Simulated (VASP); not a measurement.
# Ba (Cmcm) in VASP: single point with PBE

Aim: the single point of Ba with PBE.

Program: VASP 6.6.1. These are calculated values, not measurements. Logs are shortened: lines on timing, memory, paths and dates and some standing lists are left out, and cuts for length are marked.

## Step 1: The cell of the first run

The structure is orthorhombic, space group Cmcm (No. 63). Conventional cell: a = 6.687 Å, b = 5.064 Å, c = 7.447 Å, α = 90.00°, β = 90.00°, γ = 90.00°. Within 5.5 Å of Ba (site symmetry m2m) lie 14 Ba at 4.19 to 5.06 Å.

## Step 2: Single point, PBE (strained)

INCAR reads:

```
SYSTEM = Ba
  PREC = Accurate
  ENCUT = 520
  EDIFF = 1E-6
  ISMEAR = 0
  SIGMA = 0.1
  LREAL = .FALSE.
  LASPH = .TRUE.
  NELM = 80
  ALGO = Fast
  ISIF = 2
  LWAVE = .FALSE.
  LCHARG = .FALSE.
  GGA = PE
  NBANDS = 17
```

KPOINTS reads:

```
Automatic mesh
0
G
  10 10 6
  0 0 0
```

POSCAR reads:

```
Ba
1.0
    3.3434744120     -2.5322070077      0.0000000000
    3.3434744120      2.5322070077      0.0000000000
    0.0000000000      0.0000000000      7.4465140916
Ba
2
Direct
    0.7527336723      0.2472663277      0.2500000000
    0.2472663277      0.7527336723      0.7500000000
```

Potentials or basis: VASP PAW PBE potentials, release 64 (Ba_sv).

Launch:

```
$ cat potpaw_PBE.64/Ba_sv/POTCAR > POTCAR
$ mpirun -np 1 vasp_std > vasp.out
```

OUTCAR:

```text
SYSTEM = Ba
   PREC = Accurate
   ENCUT = 520
   EDIFF = 1E-6
   ISMEAR = 0
   LREAL = .FALSE.
   LASPH = .TRUE.
   NELM = 80
   ISIF = 2
   GGA = PE

 ion  position               nearest neighbor table
   1  0.753  0.247  0.250-   2 4.49   2 4.49   2 4.52   2 4.52
   2  0.247  0.753  0.750-   1 4.49   1 4.49   1 4.52   1 4.52

  LATTYP: Found a base centered orthorhombic cell.
 ALAT       =     5.0644140154
 B/A-ratio  =     1.3203795747
 C/A-ratio  =     1.4703604541

  Lattice vectors:

 A1 = (  -3.3434744120,  -2.5322070077,   0.0000000000)
 A2 = (   3.3434744120,  -2.5322070077,   0.0000000000)
 A3 = (   0.0000000000,   0.0000000000,   7.4465140916)

Analysis of symmetry for initial positions (statically):
=====================================================================
 Subroutine PRICEL returns:
 Original cell was already a primitive cell.

 Routine SETGRP: Setting up the symmetry group for a
 base centered orthorhombic supercell.

 Subroutine GETGRP returns: Found  8 space group operations
 (whereof  4 operations were pure point group operations)
 out of a pool of  8 trial point group operations.

The static configuration has the point symmetry C_2h.
 The point group associated with its full space group is D_2h.

Analysis of symmetry for dynamics (positions and initial velocities):
=====================================================================
 Subroutine PRICEL returns:
 Original cell was already a primitive cell.

 Routine SETGRP: Setting up the symmetry group for a
 base centered orthorhombic supercell.

 Subroutine GETGRP returns: Found  8 space group operations
 (whereof  4 operations were pure point group operations)
 out of a pool of  8 trial point group operations.

The dynamic configuration has the point symmetry C_2h.
 The point group associated with its full space group is D_2h.

 Subroutine INISYM returns: Found  8 space group operations
 (whereof  4 operations are pure point group operations),
 and found     1 'primitive' translations

----------------------------------------------------------------------------------------

                                     Primitive cell

  volume of cell :     126.0899

  direct lattice vectors                    reciprocal lattice vectors
     3.343474412 -2.532207008  0.000000000     0.149545036 -0.197456211  0.000000000
     3.343474412  2.532207008  0.000000000     0.149545036  0.197456211  0.000000000
     0.000000000  0.000000000  7.446514092     0.000000000  0.000000000  0.134291024

  length of vectors
     4.194149911  4.194149911  7.446514092     0.247694717  0.247694717  0.134291024

  position of ions in fractional coordinates (direct lattice)
     0.752733672  0.247266328  0.250000000
     0.247266328  0.752733672  0.750000000

  ion indices of the primitive-cell ions
   primitive index   ion index
                 1           1
                 2           2

----------------------------------------------------------------------------------------

 KPOINTS: Automatic mesh

Automatic generation of k-mesh.
 Grid dimensions read from file:
 generate k-points for:   10   10    6

 Generating k-lattice:

  Cartesian coordinates                     Fractional coordinates (reciprocal lattice)
     0.014954504 -0.019745621  0.000000000     0.100000000  0.000000000  0.000000000
     0.014954504  0.019745621  0.000000000     0.000000000  0.100000000  0.000000000
     0.000000000  0.000000000  0.022381837     0.000000000  0.000000000  0.166666667

  Length of vectors
     0.024769472  0.024769472  0.022381837

  Shift w.r.t. Gamma in fractional coordinates (k-lattice)
     0.000000000  0.000000000  0.000000000

 Subroutine IBZKPT returns following result:
 ===========================================

 Found    124 irreducible k-points:

 Following reciprocal coordinates:
            Coordinates               Weight
  0.000000  0.000000  0.000000      1.000000
  0.100000 -0.000000  0.000000      4.000000
  0.200000 -0.000000  0.000000      4.000000
  0.300000 -0.000000  0.000000      4.000000
  0.400000  0.000000  0.000000      4.000000
  0.500000 -0.000000  0.000000      2.000000
[... 16 lines left out ...]
  0.300000  0.300000  0.000000      2.000000
  0.400000  0.300000  0.000000      4.000000
 [... further k-points ...]
   k-points           NKPTS =    124   k-points in BZ     NKDIM =    124   number of bands    NBANDS=     17
   number of dos      NEDOS =    301   number of ions     NIONS =      2
   total plane-waves  NPLWV =  57344
   dimension x,y,z NGX =    32 NGY =   32 NGZ =   56
   dimension x,y,z NGXF=    64 NGYF=   64 NGZF=  112
   ions per type =               2
   NGX,Y,Z   is equivalent  to a cutoff of  12.68, 12.68, 12.50 a.u.
   NGXF,Y,Z  is equivalent  to a cutoff of  25.37, 25.37, 25.00 a.u.
 SYSTEM =  Ba
   PREC   = accura    normal or accurate (medium, high low for compatibility)
   ISTART =      0    job   : 0-new  1-cont  2-samecut
   ICHARG =      2    charge: 1-file 2-atom 10-const
   ISPIN  =      1    spin polarized calculation?
   LNONCOLLINEAR =      F non collinear calculations
   LSORBIT =      F    spin-orbit coupling
   LASPH  =      T    aspherical Exc in radial PAW
   ENCUT  =  520.0 eV  38.22 Ry    6.18 a.u.   7.80  7.80 13.85*2*pi/ulx,y,z
   NELM   =     80;   NELMIN=  2; NELMDL= -5     # of ELM steps
   EDIFF  = 0.1E-05   stopping-criterion for ELM
   LREAL  =      F    real-space projection
   EDIFFG = 0.1E-04   stopping-criterion for IOM
   NSW    =      0    number of steps for IOM
   IBRION =     -1    ionic relax: 0-MD 1-quasi-New 2-CG
   NFREE  =      0    steps in history (QN), initial steepest desc. (CG)
   ISIF   =      2    stress and relaxation
   ISYM   =      2    0-nonsym 1-usesym 2-fastsym
   POTIM  = 0.5000    time-step for ionic-motion
   TEBEG  =    0.0;   TEEND  =   0.0 temperature during run
   PSTRESS=    0.0 pullay stress
   NELECT =      20.0000    total number of electrons
   NUPDOWN=      -1.0000    fix difference up-down
   EMIN   =  10.00;   EMAX   =-10.00  energy-range for DOS
   EFERMI =   0.00;   METHOD = LEGACY
   ISMEAR =     0;   SIGMA  =   0.10  broadening in eV -4-tet -1-fermi 0-gaus
   EFERMI_NEDOS =   21; number of points for ismear=-14 and -15
   IALGO  =     68    algorithm
   IMIX   =      4    mixing-type and parameters
     AMIX     =   0.40;   BMIX     =  1.00
     AMIX_MAG =   1.60;   BMIX_MAG =  1.00
  volume/ion in A,a.u.               =      63.04       425.45
  Fermi-wavevector in a.u.,A,eV,Ry     =   0.886186  1.674648 10.684997  0.785325
  Thomas-Fermi vector in A             =   2.007318
   LORBIT       =      0    0 simple, 1 ext, 2 COOP (PROOUT), +10 PAW based schemes
   GGA     = PE    functional components
   LHFCALC =     F    Hartree Fock is set to
   AEXX    =    0.0000 exact exchange contribution
   IVDW    =     0    specifies the selected vdW correction
   LEPSILON=     F    determine dielectric tensor
   LRPA    =     F    only Hartree local field effects (RPA)
 non-spin polarized calculation
 RMM-DIIS sequential band-by-band and
 Gauss-broadening in eV      SIGMA  =   0.10
  energy-cutoff  :      520.00
  volume of cell :      126.09
 maximum number of plane-waves:      3426
   NGX = 15   NGY = 15   NGZ = 27

 number of electron      19.9999998 magnetization

 Free energy of the ion-electron system (eV)
  ---------------------------------------------------
  ext. energy  EPLUGINS =         0.00000000
  ---------------------------------------------------
  free energy    TOTEN  =        -3.77604201 eV

  energy without entropy =       -3.76394667  energy(sigma->0) =       -3.76999434

 E-fermi :   1.6346     XC(G=0):  -7.4049

 val. band max:        1.6295290152   @ k =   0.3000   0.2000   0.0000
 cond. band min:       1.6401528267   @ k =   0.4000   0.0000   0.0000
 fundamental gap:      0.0106238114
 Fermi energy:         1.6345541200

 k-point     1 :       0.0000    0.0000    0.0000
  band No.  band energies     occupation
      1     -27.2606      2.00000
      2     -27.2312      2.00000
      3     -12.6110      2.00000
      4     -12.2929      2.00000
      5     -12.2414      2.00000
      6     -12.1983      2.00000
[... 9 lines left out ...]
     16       4.8399      0.00000
     17       5.2416      0.00000

 k-point     2 :       0.1000   -0.0000    0.0000
  band No.  band energies     occupation
      1     -27.2569      2.00000
      2     -27.2290      2.00000
      3     -12.5973      2.00000
      4     -12.3148      2.00000
      5     -12.2453      2.00000
      6     -12.2343      2.00000
[... 9 lines left out ...]
     16       4.6568      0.00000
     17       5.0987      0.00000

 k-point     3 :       0.2000   -0.0000    0.0000
  band No.  band energies     occupation
      1     -27.2471      2.00000
      2     -27.2232      2.00000
      3     -12.5586      2.00000
      4     -12.4026      2.00000
      5     -12.3513      2.00000
      6     -12.2581      2.00000
[... 9 lines left out ...]
     16       4.5226      0.00000
     17       4.9594      0.00000

 k-point     4 :       0.3000   -0.0000    0.0000
  band No.  band energies     occupation
      1     -27.2342      2.00000
      2     -27.2168      2.00000
      3     -12.5261      2.00000
      4     -12.5019      2.00000
      5     -12.4943      2.00000
      6     -12.2825      2.00000
[... 9 lines left out ...]
     16       4.6266      0.00000
     17       5.1123      0.00000

 k-point     5 :       0.4000    0.0000    0.0000
  band No.  band energies     occupation
      1     -27.2222      2.00000
      2     -27.2130      2.00000
      3     -12.6237      2.00000
      4     -12.6082      2.00000
      5     -12.4372      2.00000
      6     -12.3210      2.00000
[... 9 lines left out ...]
     16       5.1294      0.00000
     17       5.3157      0.00000

 k-point     6 :       0.5000   -0.0000    0.0000
  band No.  band energies     occupation
      1     -27.2151      2.00000
      2     -27.2141      2.00000
      3     -12.6562      2.00000
      4     -12.6552      2.00000
      5     -12.3799      2.00000
      6     -12.3683      2.00000
[... 9 lines left out ...]
     16       5.0607      0.00000
     17       5.1436      0.00000

 k-point     7 :       0.1000    0.1000    0.0000
  band No.  band energies     occupation
      1     -27.2546      2.00000
      2     -27.2263      2.00000
      3     -12.5943      2.00000
      4     -12.3184      2.00000
      5     -12.2400      2.00000
      6     -12.2313      2.00000
[... 9 lines left out ...]
     16       4.5590      0.00000
     17       4.6736      0.00000

 k-point     8 :       0.2000    0.1000    0.0000
  band No.  band energies     occupation
      1     -27.2460      2.00000
      2     -27.2201      2.00000
      3     -12.5661      2.00000
      4     -12.3890      2.00000
      5     -12.3420      2.00000
      6     -12.2555      2.00000
[... 9 lines left out ...]
     16       4.2575      0.00000
     17       4.4460      0.00000
[... 203 lines left out ...]
      1     -27.2107      2.00000
      2     -27.2002      2.00000
      3     -12.6425      2.00000
      4     -12.6313      2.00000
      5     -12.4186      2.00000
      6     -12.3416      2.00000
[... 9 lines left out ...]
     16       4.8452      0.00000
     17       4.9112      0.00000

 k-point    20 :      -0.4000    0.2000    0.0000
  band No.  band energies     occupation
      1     -27.2090      2.00000
      2     -27.2063      2.00000
      3     -12.6132      2.00000
      4     -12.5971      2.00000
      5     -12.3736      2.00000
      6     -12.3527      2.00000
[... 9 lines left out ...]
     16       4.7050      0.00000
     17       5.3123      0.00000

 k-point    21 :      -0.3000    0.2000    0.0000
  band No.  band energies     occupation
      1     -27.2175      2.00000
      2     -27.2118      2.00000
      3     -12.5183      2.00000
      4     -12.4999      2.00000
      5     -12.4152      2.00000
      6     -12.3781      2.00000
[... 9 lines left out ...]
     16       4.6728      0.00000
     17       5.1955      0.00000

 k-point    22 :      -0.2000    0.2000    0.0000
  band No.  band energies     occupation
      1     -27.2304      2.00000
      2     -27.2172      2.00000
      3     -12.4767      2.00000
      4     -12.4093      2.00000
      5     -12.3934      2.00000
      6     -12.3777      2.00000
[... 9 lines left out ...]
     16       4.1410      0.00000
     17       5.4796      0.00000

 k-point    23 :       0.3000    0.3000    0.0000
  band No.  band energies     occupation
      1     -27.2192      2.00000
      2     -27.1972      2.00000
      3     -12.5466      2.00000
      4     -12.4945      2.00000
      5     -12.4768      2.00000
      6     -12.4627      2.00000
[... 9 lines left out ...]
     16       4.4791      0.00000
     17       4.6789      0.00000

 k-point    24 :       0.4000    0.3000    0.0000
  band No.  band energies     occupation
      1     -27.2103      2.00000
      2     -27.1911      2.00000
      3     -12.6250      2.00000
      4     -12.5700      2.00000
      5     -12.4630      2.00000
      6     -12.4564      2.00000
[... 9 lines left out ...]
     16       4.8327      0.00000
     17       5.0329      0.00000

 [... further k-points ...]

------------------------ aborting loop because EDIFF is reached ----------------------------------------

  FORCE on cell =-STRESS in cart. coord.  units (eV):
  Direction    XX          YY          ZZ          XY          YZ          ZX
  --------------------------------------------------------------------------------------
  -------------------------------------------------------------------------------------
  Total        0.8866763      0.1510467     -0.7990102      0.0000000     -0.0000000      0.0000000
  in kB       11.2666665      1.9192939    -10.1527268      0.0000000     -0.0000000      0.0000000
  external PRESSURE =       1.0110779 kB  Pullay stress =       0.0000000 kB

 VOLUME and BASIS-vectors are now :
 -----------------------------------------------------------------------------
  energy-cutoff  :      520.00
  volume of cell :      126.09
      direct lattice vectors                 reciprocal lattice vectors
     3.343474412 -2.532207008  0.000000000     0.149545036 -0.197456211  0.000000000
     3.343474412  2.532207008  0.000000000     0.149545036  0.197456211  0.000000000
     0.000000000  0.000000000  7.446514092     0.000000000  0.000000000  0.134291024

 POSITION                                       TOTAL-FORCE (eV/Angst)
 -----------------------------------------------------------------------------------
      3.34347     -1.27995      1.86163         0.000000      0.014012      0.000000
      3.34347      1.27995      5.58489         0.000000     -0.014012     -0.000000
 -----------------------------------------------------------------------------------
    total drift:                               -0.000000     -0.000000     -0.000000

  FREE ENERGIE OF THE ION-ELECTRON SYSTEM (eV)
  ---------------------------------------------------
  free  energy   TOTEN  =        -3.7760420127 eV

  energy  without entropy=       -3.7639466678  energy(sigma->0) =       -3.76999434
```

Run time: 2.8 min. Hardware: 1 thread of Intel Xeon 8259CL, shared host; peak memory 0.39 GiB.

What came out:

```yaml
Free_energy: -3.7760 eV
Pressure: 0.1 GPa
Largest_force: 0.014 eV/Å
Band_gap_on_the_k_mesh: zero (bands 10 and 11 overlap by 0.84 eV)
```

Forces on the atoms (eV/Å):
```
Ba   0.000  0.014  0.000
Ba   0.000 -0.014  0.000
```

Stress tensor (GPa, compression positive):
```
 1.13  0.00  0.00
 0.00  0.19  0.00
 0.00  0.00 -1.02
```

Caveat: the cell differs from its parent crystal (strained); spin-orbit coupling is left out, which moves the levels of the heavy elements.
